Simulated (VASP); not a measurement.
Input of a VASP 6.6.1 run:

Contents of POSCAR:

```
Ge
1.0
    3.9142559924      0.0000000030      0.0000000086
   -2.8592320955      2.6732362032      0.0000000077
   -0.3237519355     -1.4170343946      3.6343635183
Ge
2
Direct
    0.1859430000      0.9359430000      0.2500000000
    0.8140570000      0.0640570000      0.7500000000
```

The input INCAR.step1:

```
SYSTEM = Ge
  PREC = Accurate
  ENCUT = 520
  ISMEAR = -1
  SIGMA = 0.1
  LREAL = .False.
  LASPH = .True.
  NELM = 80
  NBANDS = 21
  GGA = PE
  ALGO = Normal
  EDIFF = 1E-4
  LWAVE = .True.
  LCHARG = .False.
```

Contents of INCAR.step2:

```
SYSTEM = Ge
  PREC = Accurate
  ENCUT = 520
  EDIFF = 1E-6
  ISMEAR = -1
  SIGMA = 0.1
  LREAL = .False.
  LASPH = .True.
  NELM = 80
  ALGO = Normal
  ISIF = 2
  LWAVE = .False.
  LCHARG = .False.
  METAGGA = R2SCAN
  LMIXTAU = .True.
  NBANDS = 21
  ISTART = 1
```

File KPOINTS:

```
Automatic mesh
0
Gamma
  11 11 11
  0 0 0
```

Potentials or basis: VASP PAW PBE potentials, release 64 (Ge_d).

The run is started by

```bash
$ cat potpaw_PBE.64/Ge_d/POTCAR > POTCAR
$ cp INCAR.step1 INCAR
$ mpirun -np 1 vasp_std > vasp.out
$ cp INCAR.step2 INCAR
$ mpirun -np 1 vasp_std > vasp.out
```

Q: What does it give for the largest force?

A: 0.082 eV/Å.

Q: Predict the band gap on the k mesh.

A: Zero (bands 14 and 15 overlap by 5.48 eV).

Q: Estimate the pressure.

A: -1.5 GPa.

Forces in eV/Å, atoms in the order of the input:
```
Ge  -0.030 -0.076  0.000
Ge   0.030  0.076  0.000
```

Caveat: the PAW data sets were made with another functional, which shifts forces and pressure a little.
